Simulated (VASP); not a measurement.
Set up this calculation in VASP 6.6.1, as the native input.

```
Task                   : single point
Functional             : LDA
Potentials or basis    : VASP PAW LDA potentials, release 64 (Zn)
Cutoff                 : 520 eV
k mesh                 : 57 × 57 × 26
Occupations            : gaussian, width 0.1 eV
Spin                   : no spin polarisation
Dipole correction      : no
Further INCAR settings : ALGO = Fast; EDIFF = 1e-06; NBANDS = 19
```

The structure of Zn lies in POSCAR:

```
Zn
1.0
    2.5335416291      0.0000000000      0.0000000000
   -1.2667708146      2.1941114124      0.0000000000
    0.0000000000      0.0000000000      4.3188261382
Zn
2
Direct
    0.3333333333      0.6666666667      0.2500000000
    0.6666666667      0.3333333333      0.7500000000
```

One way to write it, as run:

INCAR

```
SYSTEM = Zn
ALGO     = Fast           ! electronic algorithm
EDIFF    = 1E-6           ! SCF threshold, eV
ENCUT    = 520            ! plane-wave cutoff, eV
ISIF     = 2              ! what is computed and relaxed
ISMEAR   = 0              ! smearing method
LASPH    = .TRUE.         ! aspherical terms in the spheres
LCHARG   = .FALSE.        ! write CHGCAR
LREAL    = .FALSE.        ! projectors in reciprocal space
LWAVE    = .FALSE.        ! write WAVECAR
NBANDS   = 19             ! bands
NELM     = 80             ! most SCF steps
PREC     = Accurate       ! precision mode
SIGMA    = 0.1            ! smearing width, eV
```

KPOINTS

```
k-points
0
G
  57 57 26
  0 0 0
```

Potentials or basis: VASP PAW LDA potentials, release 64 (Zn).

Run with:

```bash
$ cat potpaw_LDA.64/Zn/POTCAR > POTCAR
$ mpirun -np 1 vasp_std > vasp.out
```

Results of the run:

* Pressure: 16.0 GPa
* Band gap on the k mesh: zero (bands 12 and 13 overlap by 3.59 eV)

Caveat: the cell stands under pressure.

It took 33 min on 1 thread of Oxide Virtual Turin-like Processor (shared host), peak memory 1.4 GiB.
